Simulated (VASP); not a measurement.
# Ti2Al6H in VASP: a series of runs, part 2 of 2

VASP 6.6.1. Earlier steps stand in the parts before.

## Step 4: Single point, PBE+D3(BJ)

Input file INCAR:

```
SYSTEM = Ti2Al6H
PREC = Accurate ; ENCUT = 520
EDIFF = 1E-7 ; ISMEAR = 0
SIGMA = 0.1 ; LREAL = .False.
LASPH = .True. ; NELM = 60
ALGO = Normal ; ISIF = 2
LWAVE = .False. ; LCHARG = .True.
LDIPOL = .True. ; IDIPOL = 3
DIPOL = 0.5 0.5 0.311 ; GGA = PE
IVDW = 12 ; LELF = .True.
LVHAR = .True. ; LVACPOTAV = .True.
NBANDS = 32
```

Input file KPOINTS:

```
Automatic mesh
0
Gamma
  6 6 1
  0 0 0
```

Input file POSCAR:

```
Ti2Al6H
1.0
    5.0241861190      0.0000000000      0.0000000000
    2.1588814530      4.5367033218      0.0000000000
    0.0000000000      0.0000000000     21.2187109014
Al Ti H
6 2 1
Direct
    0.5000000000      0.0000000000      0.1885128658
    0.0000000000      0.5000000000      0.1885128658
    0.0000000000      0.0000000000      0.2517328341
    0.0000000000      0.5000000000      0.3193548961
    0.5000000000      0.0000000000      0.3193548961
    0.5000000000      0.5000000000      0.3826203646
    0.5000000000      0.5000000000      0.2517328341
    0.0000000000      0.0000000000      0.3797002555
    0.6666666667      1.1666666667      0.5145793706
```

Potentials or basis: VASP PAW PBE potentials, release 64 (Al, Ti_sv, H).

On the command line:

```
> cat potpaw_PBE.64/Al/POTCAR potpaw_PBE.64/Ti_sv/POTCAR potpaw_PBE.64/H/POTCAR > POTCAR
> mpirun -np 1 vasp_std > vasp.out
```

OUTCAR:

```text
SYSTEM = Ti2Al6H
   PREC = Accurate
   ENCUT = 520
   EDIFF = 1E-7
   ISMEAR = 0
   LREAL = .False.
   LASPH = .True.
   NELM = 60
   ISIF = 2
   GGA = PE
   IVDW = 12
 IVDW          = 12

 ion  position               nearest neighbor table
   1  0.500  0.000  0.189-   2 2.68   2 2.68   5 2.78   7 2.85   7 2.85   3 2.85   3 2.85
   2  0.000  0.500  0.189-   1 2.68   1 2.68   4 2.78   3 2.85   3 2.85   7 2.85   7 2.85
   3  0.000  0.000  0.252-   7 2.68   7 2.68   8 2.72   2 2.85   2 2.85   1 2.85   1 2.85   4 2.89
                             4 2.89   5 2.89   5 2.89
   4  0.000  0.500  0.319-   5 2.68   5 2.68   2 2.78   8 2.82   8 2.82   6 2.85   6 2.85   3 2.89
                             3 2.89   7 2.89   7 2.89
   5  0.500  0.000  0.319-   4 2.68   4 2.68   1 2.78   8 2.82   8 2.82   6 2.85   6 2.85   7 2.89
                             7 2.89   3 2.89   3 2.89
   6  0.500  0.500  0.383-   8 2.68   8 2.68   7 2.78   5 2.85   5 2.85   4 2.85   4 2.85
   7  0.500  0.500  0.252-   3 2.68   3 2.68   6 2.78   1 2.85   1 2.85   2 2.85   2 2.85   5 2.89
                             5 2.89   4 2.89   4 2.89
   8  0.000  0.000  0.380-   6 2.68   6 2.68   3 2.72   4 2.82   4 2.82   5 2.82   5 2.82
   9  0.667  0.167  0.515-

  LATTYP: Found a base centered orthorhombic cell.
 ALAT       =     5.3657849248
 B/A-ratio  =     1.5833231892
 C/A-ratio  =     3.9544467769

  Lattice vectors:

 A1 = (  -2.1588814530,  -4.5367033218,   0.0000000000)
 A2 = (   5.0241861190,   0.0000000000,   0.0000000000)
 A3 = (   0.0000000000,   0.0000000000,  21.2187109014)

Analysis of symmetry for initial positions (statically):
=====================================================================
 Subroutine PRICEL returns:
 Original cell was already a primitive cell.

 Routine SETGRP: Setting up the symmetry group for a
 base centered orthorhombic supercell.

 Subroutine GETGRP returns: Found  1 space group operations
 (whereof  1 operations were pure point group operations)
 out of a pool of  8 trial point group operations.

The static configuration has the point symmetry C_1 .

[... 154 lines left out ...]
  energy-cutoff  :      520.00
  volume of cell :      483.64
 maximum number of plane-waves:     13072
 NGX is ok and might be reduce to    40
   NGX = 19   NGY = 19   NGZ = 79

 dipolmoment           0.000000      0.000000     -0.093271 electrons x Angstroem

 number of electron      43.0000009 magnetization

 dipolmoment           0.000000      0.000000      0.238426 electrons x Angstroem

 Free energy of the ion-electron system (eV)
  ---------------------------------------------------
  ext. energy  EPLUGINS =         0.00000000
  ---------------------------------------------------
  free energy    TOTEN  =       -37.39523115 eV

  energy without entropy =      -37.36266260  energy(sigma->0) =      -37.37894687

 E-fermi :  -1.4459     XC(G=0):  -4.0399

 val. band max:       -1.4492874460   @ k =   0.1667   0.0000   0.0000
 cond. band min:      -1.4350095588   @ k =   0.0000   0.5000   0.0000
 fundamental gap:      0.0142778872
 Fermi energy:        -1.4458757090

 k-point     1 :       0.0000    0.0000    0.0000
  band No.  band energies     occupation
      1     -58.4134      2.00000
      2     -58.0327      2.00000
      3     -34.8171      2.00000
      4     -34.6949      2.00000
      5     -34.5522      2.00000
      6     -34.4440      2.00000
[... 689 lines left out ...]
     31       1.8024      0.00000
     32       1.9068      0.00000

------------------------ aborting loop because EDIFF is reached ----------------------------------------

 Edisp (eV)   -2.03082

 E8    (eV) :    -0.9662

  FORCE on cell =-STRESS in cart. coord.  units (eV):
  Direction    XX          YY          ZZ          XY          YZ          ZX
  --------------------------------------------------------------------------------------
  -------------------------------------------------------------------------------------
  Total      -4.51686    -2.78877    -5.26996    -1.66347     0.43564     0.55704
  in kB     -14.96312    -9.23842   -17.45794    -5.51063     1.44317     1.84532
  external pressure =      -13.89 kB  Pullay stress =        0.00 kB

 VOLUME and BASIS-vectors are now :
 -----------------------------------------------------------------------------
  energy-cutoff  :      520.00
  volume of cell :      483.64
      direct lattice vectors                 reciprocal lattice vectors
     5.024186119  0.000000000  0.000000000     0.199037212 -0.094715858  0.000000000
     2.158881453  4.536703322  0.000000000     0.000000000  0.220424376  0.000000000
     0.000000000  0.000000000 21.218710901     0.000000000  0.000000000  0.047128216

 POSITION                                       TOTAL-FORCE (eV/Angst)
 -----------------------------------------------------------------------------------
      2.51209      0.00000      4.00000        -0.011704      0.048798      0.527814
      1.07944      2.26835      4.00000         0.030709     -0.010211      0.543735
      0.00000      0.00000      5.34145         0.026158     -0.026162     -0.558808
      1.07944      2.26835      6.77630        -0.041385     -0.000949      0.021865
      2.51209      0.00000      6.77630         0.006626     -0.005077     -0.098484
      3.59153      2.26835      8.11871         0.033963     -0.157468      0.366690
      3.59153      2.26835      5.34145         0.003431     -0.076397     -0.442736
      0.00000      0.00000      8.05675        -0.281087      0.117159      0.944339
      3.70927      0.75612     10.91871         0.233289      0.110307     -1.304415
 -----------------------------------------------------------------------------------
    total drift:                               -0.000018     -0.000026     -0.000255

  FREE ENERGIE OF THE ION-ELECTRON SYSTEM (eV)
  ---------------------------------------------------
  free  energy   TOTEN  =       -39.4260502626 eV

  energy  without entropy=      -39.3934817185  energy(sigma->0) =      -39.40976599

 vacuum level on the upper side and lower side of the slab         4.629         2.736
```

OSZICAR:

```text
N       E                     dE             d eps       ncg     rms          rms(c)
DAV:   1     0.265429496968E+03    0.26543E+03   -0.18177E+04  1592   0.103E+03
DAV:   2    -0.107134781591E+02   -0.27614E+03   -0.26895E+03  1568   0.270E+02
DAV:   3    -0.385303992823E+02   -0.27817E+02   -0.27446E+02  2120   0.735E+01
DAV:   4    -0.433067467162E+02   -0.47763E+01   -0.47170E+01  2176   0.245E+01
[... 22 lines left out ...]
DAV:  27    -0.373952302728E+02   -0.12886E-06   -0.12409E-08  1104   0.527E-04    0.144E-04
DAV:  28    -0.373952307531E+02   -0.48029E-06   -0.59210E-09   912   0.297E-04    0.101E-04
DAV:  29    -0.373952309885E+02   -0.23540E-06   -0.37070E-09   912   0.256E-04    0.479E-05
DAV:  30    -0.373952311021E+02   -0.11366E-06   -0.22199E-09   888   0.179E-04    0.643E-05
DAV:  31    -0.373952311465E+02   -0.44328E-07   -0.14058E-09   864   0.125E-04
   1 F= -.39426050E+02 E0= -.39409766E+02  d E =-.325685E-01
```

It took 5.9 min on 1 thread of AMD EPYC 9R45 (Zen 5), shared host; peak memory 0.66 GiB.

What came out:

```yaml
Free_energy: -39.4261 eV
Largest_force: 1.330 eV/Å
Band_gap_on_the_k_mesh: zero (an odd number of electrons rules out a gap without spin polarisation)
Dispersion_energy_per_atom: -0.226 eV
```

Forces on the atoms (eV/Å):
```
Al  -0.012  0.049  0.528
Al   0.031 -0.010  0.544
Al   0.026 -0.026 -0.559
Al  -0.041 -0.001  0.022
Al   0.007 -0.005 -0.098
Al   0.034 -0.157  0.367
Ti   0.003 -0.076 -0.443
Ti  -0.281  0.117  0.944
H    0.233  0.110 -1.304
```

## Step 5: Single point, PBE+D3(BJ)

Input file INCAR:

```
SYSTEM = Ti2Al6H
PREC = Accurate
ENCUT = 520
EDIFF = 1E-6
ISMEAR = 0
SIGMA = 0.1
LREAL = .FALSE.
LASPH = .TRUE.
NELM = 60
ALGO = Normal
ISIF = 2
LWAVE = .FALSE.
LCHARG = .FALSE.
LDIPOL = .TRUE.
IDIPOL = 3
DIPOL = 0.5 0.5 0.311
GGA = PE
IVDW = 12
NBANDS = 32
```

Input file KPOINTS:

```
Automatic mesh
0
G
  6 6 1
  0 0 0
```

Edit POSCAR of step 4 so:

```diff
@@ -16,2 +16,2 @@
     0.0000000000      0.0000000000      0.3797002555
-    0.6666666667      1.1666666667      0.5145793706
+    0.8333333333      1.0000000000      0.5145793706
```

Potentials or basis: VASP PAW PBE potentials, release 64 (Al, Ti_sv, H).

On the command line:

```
> cat potpaw_PBE.64/Al/POTCAR potpaw_PBE.64/Ti_sv/POTCAR potpaw_PBE.64/H/POTCAR > POTCAR
> mpirun -np 1 vasp_std > vasp.out
```

OUTCAR:

```text
SYSTEM = Ti2Al6H
   PREC = Accurate
   ENCUT = 520
   EDIFF = 1E-6
   ISMEAR = 0
   LREAL = .FALSE.
   LASPH = .TRUE.
   NELM = 60
   ISIF = 2
   GGA = PE
   IVDW = 12
 IVDW          = 12

 ion  position               nearest neighbor table
   1  0.500  0.000  0.189-   2 2.68   2 2.68   5 2.78   7 2.85   7 2.85   3 2.85   3 2.85
   2  0.000  0.500  0.189-   1 2.68   1 2.68   4 2.78   3 2.85   3 2.85   7 2.85   7 2.85
   3  0.000  0.000  0.252-   7 2.68   7 2.68   8 2.72   2 2.85   2 2.85   1 2.85   1 2.85   4 2.89
                             4 2.89   5 2.89   5 2.89
   4  0.000  0.500  0.319-   5 2.68   5 2.68   2 2.78   8 2.82   8 2.82   6 2.85   6 2.85   3 2.89
                             3 2.89   7 2.89   7 2.89
   5  0.500  0.000  0.319-   4 2.68   4 2.68   1 2.78   8 2.82   8 2.82   6 2.85   6 2.85   7 2.89
                             7 2.89   3 2.89   3 2.89
   6  0.500  0.500  0.383-   8 2.68   8 2.68   7 2.78   5 2.85   5 2.85   4 2.85   4 2.85
   7  0.500  0.500  0.252-   3 2.68   3 2.68   6 2.78   1 2.85   1 2.85   2 2.85   2 2.85   5 2.89
                             5 2.89   4 2.89   4 2.89
   8  0.000  0.000  0.380-   6 2.68   6 2.68   3 2.72   4 2.82   4 2.82   5 2.82   5 2.82
   9  0.833  0.000  0.515-

  LATTYP: Found a base centered orthorhombic cell.
 ALAT       =     5.3657849248
 B/A-ratio  =     1.5833231892
 C/A-ratio  =     3.9544467769

  Lattice vectors:

 A1 = (  -2.1588814530,  -4.5367033218,   0.0000000000)
 A2 = (   5.0241861190,   0.0000000000,   0.0000000000)
 A3 = (   0.0000000000,   0.0000000000,  21.2187109014)

Analysis of symmetry for initial positions (statically):
=====================================================================
 Subroutine PRICEL returns:
 Original cell was already a primitive cell.

 Routine SETGRP: Setting up the symmetry group for a
 base centered orthorhombic supercell.

 Subroutine GETGRP returns: Found  1 space group operations
 (whereof  1 operations were pure point group operations)
 out of a pool of  8 trial point group operations.

The static configuration has the point symmetry C_1 .

Analysis of symmetry for dynamics (positions and initial velocities):
=====================================================================
 Subroutine PRICEL returns:
 Original cell was already a primitive cell.

 Routine SETGRP: Setting up the symmetry group for a
 base centered orthorhombic supercell.

 Subroutine GETGRP returns: Found  1 space group operations
 (whereof  1 operations were pure point group operations)
 out of a pool of  8 trial point group operations.

The dynamic configuration has the point symmetry C_1 .

 Subroutine INISYM returns: Found  1 space group operations
 (whereof  1 operations are pure point group operations),
 and found     1 'primitive' translations

----------------------------------------------------------------------------------------

                                     Primitive cell

  volume of cell :     483.6432

  direct lattice vectors                    reciprocal lattice vectors
     5.024186119  0.000000000  0.000000000     0.199037212 -0.094715858  0.000000000
     2.158881453  4.536703322  0.000000000     0.000000000  0.220424376  0.000000000
     0.000000000  0.000000000 21.218710901     0.000000000  0.000000000  0.047128216

  length of vectors
[... 80 lines left out ...]
   NGXF,Y,Z  is equivalent  to a cutoff of  26.47, 26.47, 25.07 a.u.
 SYSTEM =  Ti2Al6H
   PREC   = accura    normal or accurate (medium, high low for compatibility)
   ISTART =      0    job   : 0-new  1-cont  2-samecut
   ICHARG =      2    charge: 1-file 2-atom 10-const
   ISPIN  =      1    spin polarized calculation?
   LNONCOLLINEAR =      F non collinear calculations
   LSORBIT =      F    spin-orbit coupling
   LASPH  =      T    aspherical Exc in radial PAW
   ENCUT  =  520.0 eV  38.22 Ry    6.18 a.u.   9.34  9.34 39.45*2*pi/ulx,y,z
   NELM   =     60;   NELMIN=  2; NELMDL= -5     # of ELM steps
   EDIFF  = 0.1E-05   stopping-criterion for ELM
   LREAL  =      F    real-space projection
   EDIFFG = 0.1E-04   stopping-criterion for IOM
   NSW    =      0    number of steps for IOM
   IBRION =     -1    ionic relax: 0-MD 1-quasi-New 2-CG
   NFREE  =      0    steps in history (QN), initial steepest desc. (CG)
   ISIF   =      2    stress and relaxation
   ISYM   =      2    0-nonsym 1-usesym 2-fastsym
   POTIM  = 0.5000    time-step for ionic-motion
   TEBEG  =    0.0;   TEEND  =   0.0 temperature during run
   PSTRESS=    0.0 pullay stress
   NELECT =      43.0000    total number of electrons
   NUPDOWN=      -1.0000    fix difference up-down
   EMIN   =  10.00;   EMAX   =-10.00  energy-range for DOS
   EFERMI =   0.00;   METHOD = LEGACY
   ISMEAR =     0;   SIGMA  =   0.10  broadening in eV -4-tet -1-fermi 0-gaus
   EFERMI_NEDOS =   21; number of points for ismear=-14 and -15
   IALGO  =     38    algorithm
   IMIX   =      4    mixing-type and parameters
     AMIX     =   0.40;   BMIX     =  1.00
     AMIX_MAG =   1.60;   BMIX_MAG =  1.00
  volume/ion in A,a.u.               =      53.74       362.64
  Fermi-wavevector in a.u.,A,eV,Ry     =   0.730672  1.380770  7.263905  0.533882
  Thomas-Fermi vector in A             =   1.822700
   LORBIT       =      0    0 simple, 1 ext, 2 COOP (PROOUT), +10 PAW based schemes
   GGA     = PE    functional components
   LHFCALC =     F    Hartree Fock is set to
   AEXX    =    0.0000 exact exchange contribution
   IVDW    =    12    specifies the selected vdW correction
   LEPSILON=     F    determine dielectric tensor
   LRPA    =     F    only Hartree local field effects (RPA)
 non-spin polarized calculation
 Gauss-broadening in eV      SIGMA  =   0.10
  energy-cutoff  :      520.00
  volume of cell :      483.64
 maximum number of plane-waves:     13072
 NGX is ok and might be reduce to    40
   NGX = 19   NGY = 19   NGZ = 79

 dipolmoment           0.000000      0.000000     -0.099734 electrons x Angstroem

 number of electron      43.0000009 magnetization

 dipolmoment           0.000000      0.000000      0.291422 electrons x Angstroem

 Free energy of the ion-electron system (eV)
  ---------------------------------------------------
  ext. energy  EPLUGINS =         0.00000000
  ---------------------------------------------------
  free energy    TOTEN  =       -37.42363451 eV

  energy without entropy =      -37.39190426  energy(sigma->0) =      -37.40776939

 E-fermi :  -1.6239     XC(G=0):  -4.0533

 val. band max:       -1.6685281719   @ k =   0.0000   0.5000   0.0000
 cond. band min:      -1.6062545450   @ k =   0.0000  -0.1667   0.0000
 fundamental gap:      0.0622736269
 Fermi energy:        -1.6238522688

 k-point     1 :       0.0000    0.0000    0.0000
  band No.  band energies     occupation
      1     -58.5395      2.00000
      2     -58.2121      2.00000
      3     -34.8946      2.00000
      4     -34.8316      2.00000
      5     -34.6935      2.00000
      6     -34.6116      2.00000
[... 689 lines left out ...]
     31       1.7277      0.00000
     32       1.7690      0.00000

------------------------ aborting loop because EDIFF is reached ----------------------------------------

 vacuum level on the upper side and lower side of the slab       (xc-potential included)         0.977        -1.269

 Edisp (eV)   -2.03041

 E8    (eV) :    -0.9660

  FORCE on cell =-STRESS in cart. coord.  units (eV):
  Direction    XX          YY          ZZ          XY          YZ          ZX
  --------------------------------------------------------------------------------------
  -------------------------------------------------------------------------------------
  Total      -4.53545    -2.64774    -4.93803    -1.87223     0.29867     0.55376
  in kB     -15.02471    -8.77122   -16.35835    -6.20219     0.98942     1.83445
  external pressure =      -13.38 kB  Pullay stress =        0.00 kB

 VOLUME and BASIS-vectors are now :
 -----------------------------------------------------------------------------
  energy-cutoff  :      520.00
  volume of cell :      483.64
      direct lattice vectors                 reciprocal lattice vectors
     5.024186119  0.000000000  0.000000000     0.199037212 -0.094715858  0.000000000
     2.158881453  4.536703322  0.000000000     0.000000000  0.220424376  0.000000000
     0.000000000  0.000000000 21.218710901     0.000000000  0.000000000  0.047128216

 POSITION                                       TOTAL-FORCE (eV/Angst)
 -----------------------------------------------------------------------------------
      2.51209      0.00000      4.00000        -0.003070      0.021973      0.504333
      1.07944      2.26835      4.00000         0.014577     -0.000985      0.508908
      0.00000      0.00000      5.34145         0.008631     -0.005284     -0.535775
      1.07944      2.26835      6.77630        -0.004759      0.004759     -0.024166
      2.51209      0.00000      6.77630         0.022602      0.010913     -0.083872
      3.59153      2.26835      8.11871         0.019487     -0.120525      0.283065
      3.59153      2.26835      5.34145         0.005820     -0.023579     -0.547483
      0.00000      0.00000      8.05675        -0.294328     -0.003598      1.257912
      4.18682      0.00000     10.91871         0.231041      0.116327     -1.362923
 -----------------------------------------------------------------------------------
    total drift:                                0.000020     -0.000030     -0.000342

  FREE ENERGIE OF THE ION-ELECTRON SYSTEM (eV)
  ---------------------------------------------------
  free  energy   TOTEN  =       -39.4540415233 eV

  energy  without entropy=      -39.4223112686  energy(sigma->0) =      -39.43817640

 vacuum level on the upper side and lower side of the slab         4.780         2.482
```

Run time: 5.7 min. Hardware: 1 thread of AMD EPYC 9R45 (Zen 5), shared host; peak memory 0.66 GiB.

Results:

- Free energy: -39.4540 eV
- Largest force: 1.387 eV/Å
- Band gap on the k mesh: zero (an odd number of electrons rules out a gap without spin polarisation)
- Dispersion energy per atom: -0.226 eV

Forces in eV/Å, atoms in the order of the input:
```
Al  -0.003  0.022  0.504
Al   0.015 -0.001  0.509
Al   0.009 -0.005 -0.536
Al  -0.005  0.005 -0.024
Al   0.023  0.011 -0.084
Al   0.019 -0.121  0.283
Ti   0.006 -0.024 -0.547
Ti  -0.294 -0.004  1.258
H    0.231  0.116 -1.363
```

## Step 6: Summary

| cell | gap on the mesh (eV) | largest force (eV/Å) |
| --- | --- | --- |
| as given, atomic positions A | none | 1.33 |
| as given, atomic positions B | none | 0.87 |
| as given, atomic positions C | none | 1.33 |
| as given, atomic positions D | none | 1.39 |

Alike in all rows: task single point; level PBE+D3(BJ); potentials or basis VASP PAW PBE potentials, release 64 (Al, Ti_sv, H); no spin polarisation; k mesh 6 × 6 × 1; cutoff (eV) 520; smearing gaussian 0.1 eV.

Absolute energies hang on the potentials; compare differences alone.

The gap in the log of VASP goes by the Fermi energy; the results here count the filled bands.